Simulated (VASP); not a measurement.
Input of a VASP 6.6.1 run:

File INCAR:

```
ALGO = Normal
EDIFF = 1E-6
ENCUT = 520
GGA = PE
ISIF = 2
ISMEAR = 0
LASPH = True
LCHARG = False
LREAL = False
LWAVE = False
NBANDS = 15
NELM = 100
PREC = Accurate
SIGMA = 0.1
```

Contents of KPOINTS:

```
k-points
0
Gamma
  6 12 12
```

POSCAR

```
Fe
1.0
    0.0000000000      3.5570000000      3.5570000000
    1.7785000000      0.0000000000      1.7785000000
    1.7785000000      1.7785000000      0.0000000000
Fe
2
Direct
    0.0000000000      0.0000000000      0.0000000000
    0.5000000000      0.0000000000      0.0000000000
```

Potentials or basis: VASP PAW PBE potentials, release 64 (Fe).

Launch:

```sh
$ cat potpaw_PBE.64/Fe/POTCAR > POTCAR
$ mpirun -np 1 vasp_std > vasp.out
```

(1) What does it give for the pressure?

(2) Predict the band gap on the k mesh.

Results:

(1) -21.8 GPa.

(2) zero (bands 8 and 9 overlap by 1.47 eV).

Caveat: the cell stands under tension; the run has no spin polarisation, though such a crystal can be magnetic.
